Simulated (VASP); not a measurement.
# MnS (F-43m) in VASP: further runs, part 2 of 2

VASP 6.6.1.

### 6 Single point, PBE, collinear spin, ferromagnetic start

The input, INCAR:

```
SYSTEM = MnS
ALGO = Normal
EDIFF = 1E-6
ENCUT = 520
GGA = PE
ISIF = 2
ISMEAR = 0
ISPIN = 2
LASPH = .TRUE.
LCHARG = .FALSE.
LMAXMIX = 4
LORBIT = 11
LREAL = .FALSE.
LWAVE = .FALSE.
MAGMOM = 4 0
NBANDS = 20
NELM = 150
PREC = Accurate
SIGMA = 0.1
```

The input, KPOINTS:

```
k-points
0
G
  4 4 4
  0 0 0
```

The input, POSCAR:

```
MnS
1.0
    0.0000000000      2.8000000000      2.8000000000
    2.8000000000      0.0000000000      2.8000000000
    2.8000000000      2.8000000000      0.0000000000
Mn S
1 1
Direct
    0.0000000000      0.0000000000      0.0000000000
    0.7500000000      0.7500000000      0.7500000000
```

Potentials or basis: VASP PAW PBE potentials, release 64 (Mn_pv, S).

Run with:

```
cat potpaw_PBE.64/Mn_pv/POTCAR potpaw_PBE.64/S/POTCAR > POTCAR
mpirun -np 1 vasp_std > vasp.out
```

OUTCAR:

```text
SYSTEM = MnS
   EDIFF = 1E-6
   ENCUT = 520
   GGA = PE
   ISIF = 2
   ISMEAR = 0
   ISPIN = 2
   LASPH = .TRUE.
   LORBIT = 11
   LREAL = .FALSE.
   NELM = 150
   PREC = Accurate

 ion  position               nearest neighbor table
   1  0.000  0.000  0.000-   2 2.42   2 2.42   2 2.42   2 2.42
   2  0.750  0.750  0.750-   1 2.42   1 2.42   1 2.42   1 2.42

  LATTYP: Found a face centered cubic cell.
 ALAT       =     5.6000000000

  Lattice vectors:

 A1 = (   0.0000000000,   2.8000000000,   2.8000000000)
 A2 = (   2.8000000000,   0.0000000000,   2.8000000000)
 A3 = (   2.8000000000,   2.8000000000,   0.0000000000)

Analysis of symmetry for initial positions (statically):
=====================================================================
 Subroutine PRICEL returns:
 Original cell was already a primitive cell.

 Routine SETGRP: Setting up the symmetry group for a
 face centered cubic supercell.

[... 364 lines left out ...]
      3     -41.6470      1.00000
      4      -9.0757      1.00000
      5       1.2138      1.00000
      6       1.2138      1.00000
[... 173 lines left out ...]
     19      17.9133      0.00000
     20      18.3064      0.00000

------------------------ aborting loop because EDIFF is reached ----------------------------------------

  FORCE on cell =-STRESS in cart. coord.  units (eV):
  Direction    XX          YY          ZZ          XY          YZ          ZX
  --------------------------------------------------------------------------------------
  -------------------------------------------------------------------------------------
  Total        0.2729820      0.2729820      0.2729820     -0.0000000      0.0000000     -0.0000000
  in kB        9.9618621      9.9618621      9.9618621     -0.0000000      0.0000000     -0.0000000
  external PRESSURE =       9.9618621 kB  Pullay stress =       0.0000000 kB

 VOLUME and BASIS-vectors are now :
 -----------------------------------------------------------------------------
  energy-cutoff  :      520.00
  volume of cell :       43.90
      direct lattice vectors                 reciprocal lattice vectors
     0.000000000  2.800000000  2.800000000    -0.178571429  0.178571429  0.178571429
     2.800000000  0.000000000  2.800000000     0.178571429 -0.178571429  0.178571429
     2.800000000  2.800000000  0.000000000     0.178571429  0.178571429 -0.178571429

 POSITION                                       TOTAL-FORCE (eV/Angst)
 -----------------------------------------------------------------------------------
      0.00000      0.00000      0.00000         0.000000      0.000000      0.000000
      4.20000      4.20000      4.20000        -0.000000     -0.000000     -0.000000
 -----------------------------------------------------------------------------------
    total drift:                                0.000000      0.000000      0.000000

  FREE ENERGIE OF THE ION-ELECTRON SYSTEM (eV)
  ---------------------------------------------------
  free  energy   TOTEN  =       -14.0733024532 eV

  energy  without entropy=      -14.0696368651  energy(sigma->0) =      -14.07146966

 total charge

# of ion       s       p       d       tot
------------------------------------------
    1        0.259   6.212   4.905  11.376
    2        1.313   2.452   0.000   3.765
--------------------------------------------------
tot          1.571   8.664   4.905  15.141

 magnetization (x)

# of ion       s       p       d       tot
------------------------------------------
    1        0.047   0.066   4.207   4.320
    2        0.010   0.080   0.000   0.090
--------------------------------------------------
tot          0.057   0.146   4.207   4.410
```

stdout:

```text
POSCAR found type information on POSCAR MnS
 POSCAR found :  2 types and       2 ions
 scaLAPACK will be used
 LDA part: xc-table for (Slater+PW92), standard interpolation
 POSCAR, INCAR and KPOINTS ok, starting setup
 FFT: planning ... GRIDC
 FFT: planning ... GRID_SOFT
 FFT: planning ... GRID
 WAVECAR not read
 entering main loop
```

It took 16 s on 1 thread of AMD EPYC 9R45 (Zen 5), shared host; peak memory 0.15 GiB.

Results:

```yaml
Free_energy: -14.0733 eV
Pressure: 1.0 GPa
Net_moment: 4.91 μB per cell
Site_moments: Mn +4.32; S +0.09 μB
Valence_electrons_inside_the_program's_atomic_spheres: Mn 11.38; S 3.77
```

Levels at points of the mesh, in eV from the Fermi level:
Spin up:
```
           k point  band 9  band 10  band 11  band 12  band 13  band 14  band 15  band 16
(0.00, 0.00, 0.00)   -3.16     0.28     0.28     0.28     1.00     5.87     5.87     5.87
(0.50, 0.00, 0.00)   -3.05    -2.84    -0.74    -0.74     2.98     6.31     6.31     6.88
(0.50, 0.50, 0.00)   -2.95    -2.67    -2.11    -2.11     2.79     4.36     9.13    10.75
```
Spin down:
```
           k point  band 4  band 5  band 6  band 7  band 8  band 9  band 10  band 11
(0.00, 0.00, 0.00)  -13.57   -3.28   -3.28   -3.28    0.87    0.87     1.99     3.06
(0.50, 0.00, 0.00)  -12.93   -5.12   -3.20   -3.20    0.92    1.00     1.00     2.08
(0.50, 0.50, 0.00)  -12.72   -5.03   -3.31   -3.31    0.03    0.90     1.31     1.35
```

Caveat: the k points lie up to 0.49 Å⁻¹ apart; a cell with one magnetic atom can't hold antiferromagnetic order, which such compounds often take; semilocal functionals often make such compounds metallic where correlation or magnetic order opens a gap, which also shifts bond lengths. With open d or f shells a metallic result of PBE can be an artefact of self-interaction; +U or a hybrid may open a gap.

### 7 The runs side by side

| k mesh | smearing | gap on the mesh (eV) | pressure (GPa) | moment (μB) |
| --- | --- | --- | --- | --- |
| 1 × 1 × 1, shifted | methfessel-paxton 0.136057 eV | 1.69 | 2.9 | 5.00 |
| 1 × 1 × 2 | gaussian 0.1 eV | none | -11.7 | 2.00 |
| 4 × 1 × 1 | gaussian 0.1 eV | 0.36 | 11.6 | 5.00 |
| 4 × 4 × 4 | gaussian 0.1 eV | none | 1.0 | 4.91 |

Alike in all rows: task single point; level PBE; potentials or basis VASP PAW PBE potentials, release 64 (Mn_pv, S); spin collinear, ferromagnetic start; cell as given; cutoff (eV) 520.

Caveats: all runs use coarse meshes; a cell with one magnetic atom can't hold antiferromagnetic order, which such compounds often take; semilocal functionals often make such compounds metallic where correlation or magnetic order opens a gap, which also shifts bond lengths (some runs).

Total energies depend on the potentials used, so only differences within one code and one set of settings carry meaning.
